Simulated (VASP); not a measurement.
# TiO (P-6m2) in VASP: further runs

Runs on TiO. Level: PBEsol. Tasks: single point.

Program: VASP 6.6.1. These are calculated values, not measurements. Logs are shortened: lines on timing, memory, paths and dates and some standing lists are left out, and cuts for length are marked.

## Step 1: The cell of the first run

The structure is hexagonal, space group P-6m2 (No. 187). The conventional cell has a = 3.031 Å, b = 3.031 Å, c = 3.238 Å, α = 90.00°, β = 90.00°, γ = 120.00°. Ti (site symmetry -6m2) has 6 O at 2.38 Å and 6 Ti at 3.03 Å within 3.1 Å. Within 3.1 Å of O (site symmetry -6m2) lie 6 Ti at 2.38 Å and 6 O at 3.03 Å.

## Step 2: Single point, PBEsol

File INCAR:

```
SYSTEM = TiO
PREC = Accurate ; ENCUT = 520
EDIFF = 1E-7 ; ISMEAR = 1
SIGMA = 0.3 ; LREAL = .FALSE.
LASPH = .TRUE. ; NELM = 100
ALGO = Normal ; ISIF = 2
LWAVE = .FALSE. ; LCHARG = .TRUE.
GGA = PS ; LELF = .TRUE.
LVHAR = .TRUE. ; NBANDS = 16
```

File KPOINTS:

```
Automatic mesh
0
G
  18 18 14
  0 0 0
```

File POSCAR:

```
TiO
1.0
    3.0309987015      0.0000000000      0.0000000000
   -1.5154993507      2.6249218743      0.0000000000
    0.0000000000      0.0000000000      3.2377000000
Ti O
1 1
Direct
    0.6666666667      0.3333333333      0.0000000000
    0.0000000000      0.0000000000      0.5000000000
```

Potentials or basis: VASP PAW PBE potentials, release 64 (Ti_sv, O).

Command:

```bash
cat potpaw_PBE.64/Ti_sv/POTCAR potpaw_PBE.64/O/POTCAR > POTCAR
mpirun -np 1 vasp_std > vasp.out
```

OUTCAR:

```text
SYSTEM = TiO
   PREC = Accurate
   ENCUT = 520
   EDIFF = 1E-7
   ISMEAR = 1
   LREAL = .FALSE.
   LASPH = .TRUE.
   NELM = 100
   ISIF = 2
   GGA = PS

 ion  position               nearest neighbor table
   1  0.667  0.333  0.000-   2 2.38   2 2.38   2 2.38   2 2.38   2 2.38   2 2.38
   2  0.000  0.000  0.500-   1 2.38   1 2.38   1 2.38   1 2.38   1 2.38   1 2.38

  LATTYP: Found a hexagonal cell.
 ALAT       =     3.0309987015
 C/A-ratio  =     1.0681957727

  Lattice vectors:

 A1 = (   3.0309987015,   0.0000000000,   0.0000000000)
 A2 = (  -1.5154993507,   2.6249218743,   0.0000000000)
 A3 = (   0.0000000000,   0.0000000000,   3.2377000000)

Analysis of symmetry for initial positions (statically):
=====================================================================
 Subroutine PRICEL returns:
 Original cell was already a primitive cell.

 Routine SETGRP: Setting up the symmetry group for a
 hexagonal supercell.

 Subroutine GETGRP returns: Found 12 space group operations
 (whereof 12 operations were pure point group operations)
 out of a pool of 24 trial point group operations.

The static configuration has the point symmetry D_3h.

Analysis of symmetry for dynamics (positions and initial velocities):
=====================================================================
 Subroutine PRICEL returns:
 Original cell was already a primitive cell.

 Routine SETGRP: Setting up the symmetry group for a
 hexagonal supercell.

 Subroutine GETGRP returns: Found 12 space group operations
 (whereof 12 operations were pure point group operations)
 out of a pool of 24 trial point group operations.

The dynamic configuration has the point symmetry D_3h.

 Subroutine INISYM returns: Found 12 space group operations
 (whereof 12 operations are pure point group operations),
 and found     1 'primitive' translations

----------------------------------------------------------------------------------------

                                     Primitive cell

  volume of cell :      25.7596

  direct lattice vectors                    reciprocal lattice vectors
     3.030998702  0.000000000  0.000000000     0.329924259  0.190481860  0.000000000
    -1.515499351  2.624921874  0.000000000     0.000000000  0.380963719  0.000000000
     0.000000000  0.000000000  3.237700000     0.000000000  0.000000000  0.308861229

  length of vectors
     3.030998702  3.030998701  3.237700000     0.380963719  0.380963719  0.308861229

  position of ions in fractional coordinates (direct lattice)
     0.666666667  0.333333333  0.000000000
     0.000000000  0.000000000  0.500000000

  ion indices of the primitive-cell ions
   primitive index   ion index
                 1           1
                 2           2

----------------------------------------------------------------------------------------

 KPOINTS: Automatic mesh

Automatic generation of k-mesh.
 Grid dimensions read from file:
 generate k-points for:   18   18   14

 Generating k-lattice:

  Cartesian coordinates                     Fractional coordinates (reciprocal lattice)
     0.018329125  0.010582326  0.000000000     0.055555556  0.000000000  0.000000000
     0.000000000  0.021164651  0.000000000     0.000000000  0.055555556  0.000000000
     0.000000000  0.000000000  0.022061516     0.000000000  0.000000000  0.071428571

  Length of vectors
     0.021164651  0.021164651  0.022061516

  Shift w.r.t. Gamma in fractional coordinates (k-lattice)
     0.000000000  0.000000000  0.000000000

 Subroutine IBZKPT returns following result:
 ===========================================

 Found    296 irreducible k-points:

 Following reciprocal coordinates:
            Coordinates               Weight
  0.000000  0.000000  0.000000      1.000000
  0.055556 -0.000000  0.000000      6.000000
  0.111111 -0.000000  0.000000      6.000000
  0.166667  0.000000  0.000000      6.000000
  0.222222  0.000000  0.000000      6.000000
  0.277778  0.000000  0.000000      6.000000
[... 16 lines left out ...]
  0.333333  0.111111  0.000000     12.000000
  0.388889  0.111111  0.000000     12.000000
 [... further k-points ...]
   k-points           NKPTS =    296   k-points in BZ     NKDIM =    296   number of bands    NBANDS=     16
   number of dos      NEDOS =    301   number of ions     NIONS =      2
   total plane-waves  NPLWV =  13824
   dimension x,y,z NGX =    24 NGY =   24 NGZ =   24
   dimension x,y,z NGXF=    48 NGYF=   48 NGZF=   48
   ions per type =               1   1
   NGX,Y,Z   is equivalent  to a cutoff of  13.16, 13.16, 12.32 a.u.
   NGXF,Y,Z  is equivalent  to a cutoff of  26.33, 26.33, 24.65 a.u.
 SYSTEM =  TiO
   PREC   = accura    normal or accurate (medium, high low for compatibility)
   ISTART =      0    job   : 0-new  1-cont  2-samecut
   ICHARG =      2    charge: 1-file 2-atom 10-const
   ISPIN  =      1    spin polarized calculation?
   LNONCOLLINEAR =      F non collinear calculations
   LSORBIT =      F    spin-orbit coupling
   LASPH  =      T    aspherical Exc in radial PAW
   ENCUT  =  520.0 eV  38.22 Ry    6.18 a.u.   5.64  5.64  6.02*2*pi/ulx,y,z
   NELM   =    100;   NELMIN=  2; NELMDL= -5     # of ELM steps
   EDIFF  = 0.1E-06   stopping-criterion for ELM
   LREAL  =      F    real-space projection
   EDIFFG = 0.1E-05   stopping-criterion for IOM
   NSW    =      0    number of steps for IOM
   IBRION =     -1    ionic relax: 0-MD 1-quasi-New 2-CG
   NFREE  =      0    steps in history (QN), initial steepest desc. (CG)
   ISIF   =      2    stress and relaxation
   ISYM   =      2    0-nonsym 1-usesym 2-fastsym
   POTIM  = 0.5000    time-step for ionic-motion
   TEBEG  =    0.0;   TEEND  =   0.0 temperature during run
   PSTRESS=    0.0 pullay stress
   NELECT =      18.0000    total number of electrons
   NUPDOWN=      -1.0000    fix difference up-down
   EMIN   =  10.00;   EMAX   =-10.00  energy-range for DOS
   EFERMI =   0.00;   METHOD = LEGACY
   ISMEAR =     1;   SIGMA  =   0.30  broadening in eV -4-tet -1-fermi 0-gaus
   EFERMI_NEDOS =   21; number of points for ismear=-14 and -15
   IALGO  =     38    algorithm
   IMIX   =      4    mixing-type and parameters
     AMIX     =   0.40;   BMIX     =  1.00
     AMIX_MAG =   1.60;   BMIX_MAG =  1.00
  volume/ion in A,a.u.               =      12.88        86.92
  Fermi-wavevector in a.u.,A,eV,Ry     =   1.452734  2.745269 28.714224  2.110436
  Thomas-Fermi vector in A             =   2.570082
   LORBIT       =      0    0 simple, 1 ext, 2 COOP (PROOUT), +10 PAW based schemes
   GGA     = PS    functional components
   LHFCALC =     F    Hartree Fock is set to
   AEXX    =    0.0000 exact exchange contribution
   IVDW    =     0    specifies the selected vdW correction
   LEPSILON=     F    determine dielectric tensor
   LRPA    =     F    only Hartree local field effects (RPA)
 non-spin polarized calculation
 Methfessel and Paxton  Order N= 1 SIGMA  =   0.30
  energy-cutoff  :      520.00
  volume of cell :       25.76
 maximum number of plane-waves:       721
 NGX is ok and might be reduce to    24
   NGX = 11   NGY = 11   NGZ = 13

 number of electron      18.0000004 magnetization

 Free energy of the ion-electron system (eV)
  ---------------------------------------------------
  ext. energy  EPLUGINS =         0.00000000
  ---------------------------------------------------
  free energy    TOTEN  =       -17.54777623 eV

  energy without entropy =      -17.56259091  energy(sigma->0) =      -17.55271446

 E-fermi :   7.4959     XC(G=0): -11.5494

 val. band max:        7.4088979736   @ k =   0.0000   0.0000   0.4286
 cond. band min:       7.4971697613   @ k =   0.0000   0.0000   0.5000
 fundamental gap:      0.0882717876
 Fermi energy:         7.4959016934

 k-point     1 :       0.0000    0.0000    0.0000
  band No.  band energies     occupation
      1     -50.3537      2.00000
      2     -26.7570      2.00000
      3     -26.4185      2.00000
      4     -26.4185      2.00000
      5     -12.1350      2.00000
      6       2.9805      2.00000
[... 8 lines left out ...]
     15      19.7251      0.00000
     16      21.4296      0.00000

 k-point     2 :       0.0556   -0.0000    0.0000
  band No.  band energies     occupation
      1     -50.3522      2.00000
      2     -26.7555      2.00000
      3     -26.4296      2.00000
      4     -26.4209      2.00000
      5     -12.1130      2.00000
      6       2.9603      2.00000
[... 8 lines left out ...]
     15      19.7258      0.00000
     16      21.3976      0.00000

 k-point     3 :       0.1111   -0.0000    0.0000
  band No.  band energies     occupation
      1     -50.3479      2.00000
      2     -26.7511      2.00000
      3     -26.4616      2.00000
      4     -26.4280      2.00000
      5     -12.0496      2.00000
      6       2.9037      2.00000
[... 8 lines left out ...]
     15      19.7128      0.00000
     16      21.3190      0.00000

 k-point     4 :       0.1667    0.0000    0.0000
  band No.  band energies     occupation
      1     -50.3413      2.00000
      2     -26.7445      2.00000
      3     -26.5104      2.00000
      4     -26.4389      2.00000
      5     -11.9518      2.00000
      6       2.5966      2.00000
[... 8 lines left out ...]
     15      19.6224      0.00000
     16      21.2362      0.00000

 k-point     5 :       0.2222    0.0000    0.0000
  band No.  band energies     occupation
      1     -50.3331      2.00000
      2     -26.7364      2.00000
      3     -26.5697      2.00000
      4     -26.4522      2.00000
      5     -11.8299      2.00000
      6       2.0881      2.00000
[... 8 lines left out ...]
     15      19.2893      0.00000
     16      20.7212      0.00000

 k-point     6 :       0.2778    0.0000    0.0000
  band No.  band energies     occupation
      1     -50.3245      2.00000
      2     -26.7278      2.00000
      3     -26.6322      2.00000
      4     -26.4663      2.00000
      5     -11.6976      2.00000
      6       1.6148      2.00000
[... 8 lines left out ...]
     15      18.6093      0.00000
     16      20.5258      0.00000

 k-point     7 :       0.3333    0.0000    0.0000
  band No.  band energies     occupation
      1     -50.3163      2.00000
      2     -26.7197      2.00000
      3     -26.6905      2.00000
      4     -26.4796      2.00000
      5     -11.5708      2.00000
      6       1.2129      2.00000
[... 8 lines left out ...]
     15      17.7467      0.00000
     16      20.4950      0.00000

 k-point     8 :       0.3889   -0.0000    0.0000
  band No.  band energies     occupation
      1     -50.3097      2.00000
      2     -26.7376      2.00000
      3     -26.7130      2.00000
      4     -26.4903      2.00000
      5     -11.4656      2.00000
      6       0.9078      2.00000
[... 8 lines left out ...]
     15      16.8757      0.00000
     16      20.5118      0.00000

 k-point     9 :       0.4444    0.0000    0.0000
  band No.  band energies     occupation
      1     -50.3053      2.00000
      2     -26.7682      2.00000
      3     -26.7087      2.00000
      4     -26.4973      2.00000
      5     -11.3959      2.00000
      6       0.7173      2.00000
[... 8 lines left out ...]
     15      16.1763      0.00000
     16      20.5326      0.00000
[... 172 lines left out ...]
 k-point    19 :       0.1111    0.1111    0.0000
  band No.  band energies     occupation
      1     -50.3376      2.00000
      2     -26.7409      2.00000
      3     -26.5334      2.00000
      4     -26.4488      2.00000
      5     -11.8971      2.00000
      6       2.3928      2.00000
[... 8 lines left out ...]
     15      19.5564      0.00000
     16      20.9459      0.00000

 k-point    20 :       0.1667    0.1111    0.0000
  band No.  band energies     occupation
      1     -50.3300      2.00000
      2     -26.7333      2.00000
      3     -26.5847      2.00000
      4     -26.4655      2.00000
      5     -11.7820      2.00000
      6       1.9767      2.00000
[... 8 lines left out ...]
     15      19.2304      0.00000
     16      20.5013      0.00000

 k-point    21 :       0.2222    0.1111    0.0000
  band No.  band energies     occupation
      1     -50.3218      2.00000
      2     -26.7251      2.00000
      3     -26.6387      2.00000
      4     -26.4836      2.00000
      5     -11.6572      2.00000
      6       1.5843      2.00000
[... 8 lines left out ...]
     15      18.6176      0.00000
     16      20.2405      0.00000

 k-point    22 :       0.2778    0.1111    0.0000
  band No.  band energies     occupation
      1     -50.3142      2.00000
      2     -26.7175      2.00000
      3     -26.6888      2.00000
      4     -26.5007      2.00000
      5     -11.5379      2.00000
      6       1.2486      2.00000
[... 8 lines left out ...]
     15      17.8213      0.00000
     16      20.0795      0.00000

 k-point    23 :       0.3333    0.1111    0.0000
  band No.  band energies     occupation
      1     -50.3079      2.00000
      2     -26.7294      2.00000
      3     -26.7113      2.00000
      4     -26.5146      2.00000
      5     -11.4391      2.00000
      6       0.9927      2.00000
[... 8 lines left out ...]
     15      16.9855      0.00000
     16      19.9544      0.00000

 k-point    24 :       0.3889    0.1111    0.0000
  band No.  band energies     occupation
      1     -50.3038      2.00000
      2     -26.7558      2.00000
      3     -26.7072      2.00000
      4     -26.5236      2.00000
      5     -11.3738      2.00000
      6       0.8328      2.00000
[... 8 lines left out ...]
     15      16.2818      0.00000
     16      19.8650      0.00000

 [... further k-points ...]
[... 5 lines left out ...]
  --------------------------------------------------------------------------------------
  -------------------------------------------------------------------------------------
  Total       -5.4173670     -5.4173670     -8.6347985     -0.0000000      0.0000000      0.0000000
  in kB     -336.9458424   -336.9458424   -537.0615383     -0.0000000      0.0000000      0.0000000
  external PRESSURE =    -403.6510744 kB  Pullay stress =       0.0000000 kB

 VOLUME and BASIS-vectors are now :
 -----------------------------------------------------------------------------
  energy-cutoff  :      520.00
  volume of cell :       25.76
      direct lattice vectors                 reciprocal lattice vectors
     3.030998702  0.000000000  0.000000000     0.329924259  0.190481860  0.000000000
    -1.515499351  2.624921874  0.000000000     0.000000000  0.380963719  0.000000000
     0.000000000  0.000000000  3.237700000     0.000000000  0.000000000  0.308861229

 POSITION                                       TOTAL-FORCE (eV/Angst)
 -----------------------------------------------------------------------------------
      1.51550      0.87497      0.00000         0.000000     -0.000000      0.000000
      0.00000      0.00000      1.61885        -0.000000      0.000000      0.000000
 -----------------------------------------------------------------------------------
    total drift:                               -0.000000      0.000000      0.000000

  FREE ENERGIE OF THE ION-ELECTRON SYSTEM (eV)
  ---------------------------------------------------
  free  energy   TOTEN  =       -17.5477762322 eV

  energy  without entropy=      -17.5625909069  energy(sigma->0) =      -17.55271446
```

It took 64 s on 1 thread of Intel Xeon Platinum 8488C (Sapphire Rapids), shared host; peak memory 0.23 GiB.

What came out:

```yaml
Free_energy: -17.5478 eV
Pressure: -40.4 GPa
Band_gap_on_the_k_mesh: 0.03 eV
```

Caveat: the stress differs along the axes, from -54 to -34 GPa; the smearing spreads over this small gap; the PAW data sets were made with another functional, which shifts forces and pressure a little. A k mesh can miss the band edges.

## Step 3: Single point, PBEsol

File INCAR:

```
SYSTEM = TiO
PREC = Accurate ; ENCUT = 520
EDIFF = 1E-6 ; ISMEAR = 1
SIGMA = 0.5 ; LREAL = .FALSE.
LASPH = .TRUE. ; NELM = 80
ALGO = Normal ; ISIF = 2
LWAVE = .FALSE. ; LCHARG = .FALSE.
GGA = PS ; NBANDS = 16
```

File KPOINTS:

```
regular mesh
0
G
  18 18 14
  0 0 0
```

POSCAR is that of step 2.

Potentials or basis: VASP PAW PBE potentials, release 64 (Ti_sv, O).

Command:

```bash
cat potpaw_PBE.64/Ti_sv/POTCAR potpaw_PBE.64/O/POTCAR > POTCAR
mpirun -np 1 vasp_std > vasp.out
```

It took 62 s on 1 thread of Intel Xeon Platinum 8488C (Sapphire Rapids), shared host; peak memory 0.23 GiB.

It converged, with:

```
Free energy            : -17.5291 eV
Pressure               : -40.7 GPa
Band gap on the k mesh : 0.03 eV
```

Stress tensor (GPa, compression positive):
```
-34.18   0.00   0.00
  0.00 -34.18   0.00
  0.00   0.00 -53.84
```

Levels at points of the mesh, in eV from the valence-band top:
```
           k point  band 5  band 6  band 7  band 8  band 9  band 10  band 11  band 12  band 13  band 14
(0.00, 0.00, 0.00)  -19.63   -4.51   -3.88   -3.88   -2.42     0.47     0.95     0.95     1.37     1.37
(0.50, 0.00, 0.00)  -18.87   -6.84   -5.08   -3.91   -1.69     1.03     1.41     1.76     2.11     4.29
(0.00, 0.00, 0.50)  -19.12   -7.41   -3.66   -3.66    0.00     0.03     0.03     1.47     1.47     5.12
(0.50, 0.00, 0.50)  -18.84   -6.12   -6.07   -4.61   -0.85     0.87     1.80     2.08     2.30     5.96
```

Caveat: the stress differs along the axes, from -54 to -34 GPa; the smearing spreads over this small gap; the PAW data sets were made with another functional, which shifts forces and pressure a little.

## Step 4: Single point, PBEsol

File INCAR:

```
ALGO = Normal
EDIFF = 1E-6
ENCUT = 520
GGA = PS
ISIF = 2
ISMEAR = -5
LASPH = True
LCHARG = False
LREAL = False
LWAVE = False
NBANDS = 16
NELM = 80
PREC = Accurate
SIGMA = 0.1
```

File KPOINTS:

```
k-points
0
Gamma
  18 18 14
```

POSCAR is that of step 3.

Command:

```bash
cat potpaw_PBE.64/Ti_sv/POTCAR potpaw_PBE.64/O/POTCAR > POTCAR
mpirun -np 1 vasp_std > vasp.out
```

Wall time 74 s (1 thread of Intel Xeon Platinum 8488C (Sapphire Rapids), shared host); peak memory 0.25 GiB.

Results (log left out):

| Item | Value |
| --- | --- |
| Free energy | -17.5523 eV |
| Pressure | -40.3 GPa |
| Band gap on the k mesh | 0.02 eV |

Stress tensor (GPa, compression positive):
```
-33.61   0.00   0.00
  0.00 -33.61   0.00
  0.00   0.00 -53.62
```

Levels at points of the mesh, in eV from the valence-band top:
```
           k point  band 7  band 8  band 9  band 10  band 11  band 12
(0.00, 0.00, 0.00)   -3.89   -3.89   -2.43     0.47     0.94     0.94
(0.50, 0.00, 0.00)   -5.08   -3.91   -1.70     1.03     1.41     1.76
(0.00, 0.00, 0.50)   -3.66   -3.66    0.00     0.02     0.02     1.47
(0.50, 0.00, 0.50)   -6.07   -4.62   -0.86     0.87     1.81     2.08
```

Caveat: the stress differs along the axes, from -54 to -34 GPa; the PAW data sets were made with another functional, which shifts forces and pressure a little. A k mesh can miss the band edges.

[end of part 1 of 2]

The gap in the log of VASP goes by the Fermi energy; the results here count the filled bands.